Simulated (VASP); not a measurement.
# BaS (F-43m) in VASP: further runs

BaS is run at these levels: PBEsol; tasks: single point, relaxation of cell and atoms.

All numbers are computed with VASP 6.6.1; they aren't measurements. Logs are shortened: lines on timing, memory, paths and dates and some standing lists are left out, and cuts for length are marked.

### 1 The cell of the first run

It takes space group F-43m (No. 216, cubic). Conventional cell: a = 6.943 Å, b = 6.943 Å, c = 6.943 Å, α = 90.00°, β = 90.00°, γ = 90.00°. Ba (site symmetry -43m) has 4 S at 3.01 Å within 4.0 Å. S (site symmetry -43m) has 4 Ba at 3.01 Å within 4.0 Å.

### 2 Single point, PBEsol

INCAR reads:

```
PREC = Accurate
ENCUT = 520
EDIFF = 1E-6
ISMEAR = 0
SIGMA = 0.02
LREAL = F
LASPH = T
NELM = 100
ALGO = Normal
ISIF = 2
LWAVE = F
LCHARG = F
GGA = PS
NBANDS = 15
```

KPOINTS reads:

```
regular mesh
0
Gamma
  6 6 6
```

POSCAR reads:

```
BaS
1.0
    0.0000000000      3.4712971439      3.4712971439
    3.4712971439      0.0000000000      3.4712971439
    3.4712971439      3.4712971439      0.0000000000
Ba S
1 1
Direct
    0.0000000000      0.0000000000      0.0000000000
    0.2500000000      0.2500000000      0.2500000000
```

Potentials or basis: VASP PAW PBE potentials, release 64 (Ba_sv, S).

Launch:

```sh
$ cat potpaw_PBE.64/Ba_sv/POTCAR potpaw_PBE.64/S/POTCAR > POTCAR
$ mpirun -np 1 vasp_std > vasp.out
```

OUTCAR:

```text
PREC = Accurate
   ENCUT = 520
   EDIFF = 1E-6
   ISMEAR = 0
   LREAL = F
   LASPH = T
   NELM = 100
   ISIF = 2
   GGA = PS

 ion  position               nearest neighbor table
   1  0.000  0.000  0.000-   2 3.01   2 3.01   2 3.01   2 3.01
   2  0.250  0.250  0.250-   1 3.01   1 3.01   1 3.01   1 3.01

  LATTYP: Found a face centered cubic cell.
 ALAT       =     6.9425942878

  Lattice vectors:

 A1 = (   0.0000000000,   3.4712971439,   3.4712971439)
 A2 = (   3.4712971439,   0.0000000000,   3.4712971439)
 A3 = (   3.4712971439,   3.4712971439,   0.0000000000)

Analysis of symmetry for initial positions (statically):
=====================================================================
 Subroutine PRICEL returns:
 Original cell was already a primitive cell.

 Routine SETGRP: Setting up the symmetry group for a
 face centered cubic supercell.

 Subroutine GETGRP returns: Found 24 space group operations
 (whereof 24 operations were pure point group operations)
 out of a pool of 48 trial point group operations.

The static configuration has the point symmetry T_d .

Analysis of symmetry for dynamics (positions and initial velocities):
=====================================================================
 Subroutine PRICEL returns:
 Original cell was already a primitive cell.

 Routine SETGRP: Setting up the symmetry group for a
 face centered cubic supercell.

 Subroutine GETGRP returns: Found 24 space group operations
 (whereof 24 operations were pure point group operations)
 out of a pool of 48 trial point group operations.

The dynamic configuration has the point symmetry T_d .

 Subroutine INISYM returns: Found 24 space group operations
 (whereof 24 operations are pure point group operations),
 and found     1 'primitive' translations

----------------------------------------------------------------------------------------

                                     Primitive cell

  volume of cell :      83.6576

  direct lattice vectors                    reciprocal lattice vectors
     0.000000000  3.471297144  3.471297144    -0.144038375  0.144038375  0.144038375
     3.471297144  0.000000000  3.471297144     0.144038375 -0.144038375  0.144038375
     3.471297144  3.471297144  0.000000000     0.144038375  0.144038375 -0.144038375

  length of vectors
     4.909155500  4.909155500  4.909155500     0.249481784  0.249481784  0.249481784

  position of ions in fractional coordinates (direct lattice)
     0.000000000  0.000000000  0.000000000
     0.250000000  0.250000000  0.250000000

  ion indices of the primitive-cell ions
   primitive index   ion index
                 1           1
                 2           2

[... 78 lines left out ...]
   EFERMI_NEDOS =   21; number of points for ismear=-14 and -15
   IALGO  =     38    algorithm
   IMIX   =      4    mixing-type and parameters
     AMIX     =   0.40;   BMIX     =  1.00
     AMIX_MAG =   1.60;   BMIX_MAG =  1.00
  volume/ion in A,a.u.               =      41.83       282.27
  Fermi-wavevector in a.u.,A,eV,Ry     =   0.943220  1.782427 12.104615  0.889664
  Thomas-Fermi vector in A             =   2.070906
   LORBIT       =      0    0 simple, 1 ext, 2 COOP (PROOUT), +10 PAW based schemes
   GGA     = PS    functional components
   LHFCALC =     F    Hartree Fock is set to
   AEXX    =    0.0000 exact exchange contribution
   IVDW    =     0    specifies the selected vdW correction
   LEPSILON=     F    determine dielectric tensor
   LRPA    =     F    only Hartree local field effects (RPA)
 non-spin polarized calculation
 Gauss-broadening in eV      SIGMA  =   0.02
  energy-cutoff  :      520.00
  volume of cell :       83.66
 maximum number of plane-waves:      2285
 NGX is ok and might be reduce to    40
   NGX = 19   NGY = 19   NGZ = 19

 number of electron      15.9999998 magnetization

 Free energy of the ion-electron system (eV)
  ---------------------------------------------------
  ext. energy  EPLUGINS =         0.00000000
  ---------------------------------------------------
  free energy    TOTEN  =       -10.15755305 eV

  energy without entropy =      -10.15755305  energy(sigma->0) =      -10.15755305

 E-fermi :   0.0909     XC(G=0):  -7.5097

 val. band max:       -0.1072213795   @ k =  -0.3333   0.5000   0.1667
 cond. band min:       2.5765294664   @ k =   0.0000   0.0000   0.0000
 fundamental gap:      2.6837508459
 Fermi energy:         0.0909015223

 k-point     1 :       0.0000    0.0000    0.0000
  band No.  band energies     occupation
      1     -26.0629      2.00000
      2     -11.2426      2.00000
      3     -11.2426      2.00000
      4     -11.2426      2.00000
      5     -10.0614      2.00000
      6      -0.8707      2.00000
      7      -0.8707      2.00000
      8      -0.8707      2.00000
      9       2.5765      0.00000
     10       4.9443      0.00000
     11       4.9443      0.00000
     12       6.9690      0.00000
     13       6.9690      0.00000
     14       6.9690      0.00000
[... 257 lines left out ...]
      2     -12.0727      2.00000
      3     -11.4011      2.00000
      4     -11.3620      2.00000
      5      -9.0624      2.00000
      6      -1.0229      2.00000
      7      -0.4214      2.00000
      8      -0.1072      2.00000
      9       3.2253      0.00000
     10       4.2044      0.00000
     11       5.8816      0.00000
     12       6.3324      0.00000
     13       7.2837      0.00000
     14       8.5639      0.00000
     15       8.7662      0.00000

------------------------ aborting loop because EDIFF is reached ----------------------------------------

  FORCE on cell =-STRESS in cart. coord.  units (eV):
  Direction    XX          YY          ZZ          XY          YZ          ZX
  --------------------------------------------------------------------------------------
  -------------------------------------------------------------------------------------
  Total        0.2260546      0.2260546      0.2260546      0.0000000      0.0000000      0.0000000
  in kB        4.3293080      4.3293080      4.3293080      0.0000000      0.0000000      0.0000000
  external PRESSURE =       4.3293080 kB  Pullay stress =       0.0000000 kB

 VOLUME and BASIS-vectors are now :
 -----------------------------------------------------------------------------
  energy-cutoff  :      520.00
  volume of cell :       83.66
      direct lattice vectors                 reciprocal lattice vectors
     0.000000000  3.471297144  3.471297144    -0.144038375  0.144038375  0.144038375
     3.471297144  0.000000000  3.471297144     0.144038375 -0.144038375  0.144038375
     3.471297144  3.471297144  0.000000000     0.144038375  0.144038375 -0.144038375

 POSITION                                       TOTAL-FORCE (eV/Angst)
 -----------------------------------------------------------------------------------
      0.00000      0.00000      0.00000         0.000000      0.000000     -0.000000
      1.73565      1.73565      1.73565        -0.000000     -0.000000      0.000000
 -----------------------------------------------------------------------------------
    total drift:                                0.000000      0.000000      0.000000

  FREE ENERGIE OF THE ION-ELECTRON SYSTEM (eV)
  ---------------------------------------------------
  free  energy   TOTEN  =       -10.1575530539 eV

  energy  without entropy=      -10.1575530539  energy(sigma->0) =      -10.15755305
```

Wall time 27 s (1 thread of Intel Xeon 6975P-C, shared host); peak memory 0.24 GiB.

What came out:

```yaml
Free_energy: -10.1576 eV
Pressure: 0.4 GPa
Band_gap_on_the_k_mesh: 2.68 eV, indirect (least direct gap 3.33 eV)
```

Caveat: the PAW data sets were made with another functional, which shifts forces and pressure a little; spin-orbit coupling is left out, which moves the levels of the heavy elements. A hybrid or GW would open this gap; PBEsol tends to underestimate it.

### 3 Relaxation of cell and atoms, PBEsol

INCAR reads:

```
PREC = Accurate ; ENCUT = 600
EDIFF = 1E-6 ; ISMEAR = 0
SIGMA = 0.02 ; LREAL = False
LASPH = True ; NELM = 100
ALGO = Normal ; ISIF = 3
LWAVE = False ; LCHARG = False
GGA = PS ; IBRION = 2
NSW = 80 ; EDIFFG = -0.01
```

KPOINTS is that of step 2.

POSCAR is that of step 2.

Potentials or basis: VASP PAW PBE potentials, release 64 (Ba_sv, S).

Launch:

```sh
$ cat potpaw_PBE.64/Ba_sv/POTCAR potpaw_PBE.64/S/POTCAR > POTCAR
$ mpirun -np 1 vasp_std > vasp.out
```

It took 52 s on 1 thread of Intel Xeon 6975P-C, shared host; peak memory 0.24 GiB.

Results (log left out):

| Item | Value |
| --- | --- |
| Free energy | -10.1595 eV |
| Relaxed volume | 42.44 Å³/atom |
| Relaxed cell | a = 4.933 Å, b = 4.933 Å, c = 4.933 Å, α = 60.00°, β = 60.00°, γ = 60.00° |
| Space group after relaxing (to 0.05 Å) | F-43m (No. 216) |
| Energy gained by relaxing | 0.8 meV/atom |
| Ionic steps | 3 |
| Pressure after relaxing | 0.0 GPa |
| Band gap on the k mesh | 2.67 eV, indirect (least direct gap 3.33 eV) |

The path:
| step | energy change (eV) | largest force (eV/Å) | pressure (GPa) | volume (Å³) |
| --- | --- | --- | --- | --- |
| 1 | 0.0000 | 0.0000 | 0.45 | 83.66 |
| 2 | -0.0017 | 0.0000 | -0.07 | 85.08 |
| 3 | -0.0017 | 0.0000 | 0.00 | 84.89 |

Final structure:
```
Ba S
1.0
     0.00000    3.48823    3.48823
     3.48823    0.00000    3.48823
     3.48823    3.48823    0.00000
Ba S
1 1
Direct
  0.00000 0.00000 0.00000
  0.25000 0.25000 0.25000
```

Levels at points of the mesh, in eV from the valence-band top:
```tsv
k point	band 4	band 5	band 6	band 7	band 8	band 9	band 10	band 11	band 12
(0.00, 0.00, 0.00)	-11.17	-9.93	-0.73	-0.73	-0.73	2.67	5.04	5.04	7.03
(0.50, 0.00, 0.00)	-11.22	-9.21	-0.63	-0.46	-0.46	4.41	5.23	5.23	5.36
(0.50, 0.50, 0.00)	-11.28	-9.00	-1.16	-0.01	-0.01	3.37	4.51	6.33	6.33
```

Caveat: the PAW data sets were made with another functional, which shifts forces and pressure a little; spin-orbit coupling is left out, which moves the levels of the heavy elements. A k mesh can miss the band edges.
